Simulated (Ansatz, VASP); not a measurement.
## Be: VASP beside Ansatz

File INCAR:

```
SYSTEM = Be
  PREC = Accurate
  ENCUT = 520
  EDIFF = 1E-6
  ISMEAR = 0
  SIGMA = 0.1
  LREAL = .False.
  LASPH = .True.
  NELM = 60
  ALGO = Normal
  ISIF = 2
  LWAVE = .False.
  LCHARG = .False.
  GGA = PS
  NBANDS = 12
```

KPOINTS

```
Automatic mesh
0
Gamma
  6 6 10
  0 0 0
```

The input POSCAR:

```
Be
1.0
    3.8910619191      0.0000000000      0.0000000000
    0.0000000000      3.8910619191      0.0000000000
    0.0000000000      0.0000000000      2.3691065889
Be
4
Direct
    0.2974080000      0.2974080000      0.0000000000
    0.7025920000      0.7025920000      0.0000000000
    0.2025920000      0.7974080000      0.5000000000
    0.7974080000      0.2025920000      0.5000000000
```

Input for Ansatz:

```yaml
crystal:
  lattice:
    - [3.8910619191466287, 0.0, 0.0]
    - [0.0, 3.8910619191466287, 0.0]
    - [0.0, 0.0, 2.3691065889341774]
  atoms:
    - { symbol: Be, position: [0.297408, 0.297408, 0.0] }
    - { symbol: Be, position: [0.702592, 0.702592, 0.0] }
    - { symbol: Be, position: [0.202592, 0.797408, 0.5] }
    - { symbol: Be, position: [0.797408, 0.202592, 0.5] }
basis:
  ecutwfc: 450.0
kpoints:
  mp_grid:
    grid: [6, 6, 10]
hamiltonian:
  xc: pbesol
scf:
  occupations:
    method: gaussian
    width: 0.1
output:
  stress: true
```

Alike in both runs: task single point; functional PBEsol; k mesh 6 × 6 × 10; occupations gaussian, width 0.1 eV; no spin polarisation.

```csv
,VASP,Ansatz
version,VASP 6.6.1,Ansatz 0.2.0
potentials or method,"VASP PAW PBE potentials, release 64 (Be), cutoff 520 eV","plane waves, PAW"
valence electrons in the cell,8,8
```

Ansatz gave:

- pressure (GPa): -12.1
- traceless stress, the component that is largest in VASP (GPa): 1.02

Q: Which values does VASP return?

A: Pressure (GPa): -11.8; traceless stress, the component that is largest in VASP (GPa): 1.02.

VASP's potentials were made for PBE, not for PBEsol.
